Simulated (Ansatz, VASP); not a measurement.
**Two plane-wave programs on Sn5Ge**

```
Sn Ge
1.0
     3.57069    0.00000    0.00000
     0.00000    3.57069    0.00000
     0.00000    0.00000   12.40375
Sn Ge
5 1
Direct
  0.00000 0.00000 0.00000
  0.50000 0.50000 0.17126
  0.00000 0.00000 0.35152
  0.00000 0.00000 0.64848
  0.50000 0.50000 0.82874
  0.50000 0.50000 0.50000
```

Alike in both runs: functional PBE; k mesh 6 × 6 × 2; occupations gaussian, width 0.1 eV; no spin polarisation.

Ansatz relaxed the structure, and its values are those at the end. VASP's run is a single point on that final structure, the one shown.

|  | VASP | Ansatz |
| --- | --- | --- |
| version | VASP 6.6.1 | Ansatz 0.2.0 |
| potentials or method | VASP PAW PBE potentials, release 64 (Sn_d, Ge_d), cutoff 520 eV | scalar-relativistic, plane waves, PAW |
| valence electrons in the cell | 84 | 84 |

|  | VASP | Ansatz | Ansatz less VASP |
| --- | --- | --- | --- |
| gap on the k mesh at the Fermi level (eV) | none | none | - |
| pressure (GPa) | 0.0 | 0.0 | +0.05 |
| rms of the force components (eV/Å) | 0.007 | 0.007 | -0.0004 |

A gap of «none» marks a metal or a gap that the smearing closes. With one functional, cell and mesh, what is left measures potentials, basis and numerics.
